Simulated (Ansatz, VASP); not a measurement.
**One calculation of HgTe, two programs**

The input POSCAR:

```
HgTe
1.0
   -3.0657731441      3.0657731441      1.5697375195
    3.0657731441     -3.0657731441      1.5697375195
    3.0657731441      3.0657731441     -1.5697375195
Hg Te
1 1
Direct
    0.2500000000      0.7500000000      0.5000000000
    0.0000000000      0.0000000000      0.0000000000
```

Contents of INCAR.step1:

```
SYSTEM = HgTe
PREC     = Accurate       ! precision mode
ENCUT    = 520            ! plane-wave cutoff, eV
ISMEAR   = -1             ! smearing method
SIGMA    = 0.1            ! smearing width, eV
LREAL    = .False.        ! projectors in reciprocal space
LASPH    = .True.         ! aspherical terms in the spheres
NELM     = 80             ! most SCF steps
NBANDS   = 16             ! bands
GGA      = PE             ! functional
ALGO     = Normal         ! electronic algorithm
EDIFF    = 1E-4           ! SCF threshold, eV
LWAVE    = .True.         ! write WAVECAR
LCHARG   = .False.        ! write CHGCAR
```

The input INCAR.step2:

```
SYSTEM = HgTe
PREC     = Accurate       ! precision mode
ENCUT    = 520            ! plane-wave cutoff, eV
EDIFF    = 1E-6           ! SCF threshold, eV
ISMEAR   = -1             ! smearing method
SIGMA    = 0.1            ! smearing width, eV
LREAL    = .False.        ! projectors in reciprocal space
LASPH    = .True.         ! aspherical terms in the spheres
NELM     = 80             ! most SCF steps
ALGO     = Normal         ! electronic algorithm
ISIF     = 2              ! what is computed and relaxed
LWAVE    = .False.        ! write WAVECAR
LCHARG   = .True.         ! write CHGCAR
METAGGA  = R2SCAN         ! meta-GGA
LMIXTAU  = .True.       
LELF     = .True.         ! ELF
LVHAR    = .True.       
NBANDS   = 16             ! bands
ISTART   = 1
```

KPOINTS

```
Automatic mesh
0
Gamma
  8 8 8
  0 0 0
```

Input for Ansatz:

```yaml
crystal:
  lattice:
    - [-3.065773144104409, 3.065773144104409, 1.5697375195151357]
    - [3.065773144104409, -3.065773144104409, 1.5697375195151357]
    - [3.065773144104409, 3.065773144104409, -1.5697375195151357]
  atoms:
    - { symbol: Hg, position: [0.25, 0.75, 0.5] }
    - { symbol: Te, position: [0.0, 0.0, 0.0] }
basis:
  ecutwfc: 600.0
kpoints:
  mp_grid:
    grid: [8, 8, 8]
hamiltonian:
  xc: r2scan
  pseudopotentials:
    kind: paw
scf:
  occupations:
    method: fermi_dirac
    width: 0.1
output:
  stress: true
```

Alike in both runs: task single point; functional r2SCAN; k mesh 8 × 8 × 8; occupations fermi-dirac, width 0.1 eV; no spin polarisation.

|  | VASP | Ansatz |
| --- | --- | --- |
| version | VASP 6.6.1 | Ansatz 0.2.0 |
| potentials or method | VASP PAW PBE potentials, release 64 (Hg, Te), cutoff 520 eV | plane waves, PAW |
| valence electrons in the cell | 18 | 36 |

|  | VASP | Ansatz | Ansatz less VASP |
| --- | --- | --- | --- |
| pressure (GPa) | -2.1 | -2.2 | -0.09 |
| traceless stress, the component that is largest in VASP (GPa) | 0.44 | 0.41 | -0.024 |

VASP's potentials were made for PBE, not for r2SCAN. The functional is the same, so the differences come from potentials, cutoffs and numerics. VASP's potentials hold 18 valence electrons a cell and Ansatz's 36, so a difference there can come from the potentials and not from the codes.

Neither program's run includes spin-orbit coupling.
